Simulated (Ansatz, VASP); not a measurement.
## One calculation of Ba, two programs

```
Ba
1.0
    -2.48125    2.48125    2.50000
     2.48125   -2.48125    2.50000
     2.51875    2.51875   -2.50000
Ba
1
Direct
  0.00000 0.00000 0.00000
```

Change from the starting cell: strain +0.0150 x Voigt [0, 0, 0, 0, 0, 1], atoms carried along.

Alike in both runs: task single point; functional PBE; k mesh 14 × 14 × 14; occupations gaussian, width 0.15 eV; no spin polarisation.

|  | VASP | Ansatz |
| --- | --- | --- |
| version | VASP 6.6.1 | Ansatz 0.2.0 |
| potentials or method | VASP PAW PBE potentials, release 64 (Ba_sv), cutoff 520 eV | scalar-relativistic, plane waves, PAW |
| valence electrons in the cell | 10 | 10 |

|  | VASP | Ansatz | Ansatz less VASP |
| --- | --- | --- | --- |
| gap on the k mesh at the Fermi level (eV) | none | none | - |
| pressure (GPa) | 0.2 | 0.1 | -0.05 |
| traceless stress, the component that is largest in VASP (GPa) | -0.16 | -0.16 | +0.001 |

A gap of «none» marks a metal or a gap that the smearing closes.

Spin-orbit coupling is off throughout.
